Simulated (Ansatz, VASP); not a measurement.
One calculation of SnO2, two programs

```
Sn O
1.0
     4.63832    0.00000    0.00000
     0.00000    4.36766    0.00000
     0.00000    0.00000    2.95045
Sn O
2 4
Direct
  0.50000 0.50000 0.50000
  0.00000 0.00000 0.00000
  0.35363 0.24673 0.00000
  0.85363 0.25327 0.50000
  0.14637 0.74673 0.50000
  0.64637 0.75327 0.00000
```

Change from the starting cell: volume 9.962 Å^3 an atom, stretch along a over the lengths across it, relative to the relaxed cell 1.0621.

Alike in both runs: functional LDA; k mesh 6 × 6 × 10; occupations gaussian, width 0.05 eV; no spin polarisation.

Ansatz relaxed the structure, and its values are those at the end. VASP's run is a single point on that final structure, the one shown.

|  | VASP | Ansatz |
| --- | --- | --- |
| version | VASP 6.6.1 | Ansatz 0.2.0 |
| potentials or method | VASP PAW LDA potentials, release 64 (Sn_d, O), cutoff 520 eV | scalar-relativistic, plane waves, PAW |
| valence electrons in the cell | 52 | 52 |

```csv
,VASP,Ansatz,Ansatz less VASP
gap on the k mesh at the Fermi level (eV),3.40,3.38,-0.029
least direct gap on the mesh (eV),3.61,3.57,-0.033
rms of the force components (eV/Å),0.020,0.001,-0.0190
```

LDA's correlation is that of Perdew and Zunger in VASP and of Perdew and Wang (1992) in Ansatz. Ansatz's warnings: stress scf threshold loose.
